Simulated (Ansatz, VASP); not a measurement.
## Cr: VASP beside Ansatz

```xyz
1
Lattice="2.4973 0.0000 0.0000 -1.2487 2.1627 0.0000 0.0000 0.0000 2.2878" Properties=species:S:1:pos:R:3 pbc="T T T"
Cr    0.0000    0.0000    0.0000
```

Alike in both runs: functional PBE; k mesh 9 × 9 × 8; occupations gaussian, width 0.1 eV; no spin polarisation.

Ansatz relaxed the structure, and its values are those at the end. VASP's run is a single point on that final structure, the one shown.

|  | VASP | Ansatz |
| --- | --- | --- |
| version | VASP 6.6.1 | Ansatz 0.2.0 |
| potentials or method | VASP PAW PBE potentials, release 64 (Cr_sv), cutoff 700 eV | scalar-relativistic, plane waves, PAW |
| valence electrons in the cell | 14 | 14 |

|  | VASP | Ansatz | Ansatz less VASP |
| --- | --- | --- | --- |
| gap on the k mesh at the Fermi level (eV) | none | none | - |
| pressure (GPa) | -0.7 | 0.0 | +0.77 |

A gap of «none» marks a metal or a gap that the smearing closes.
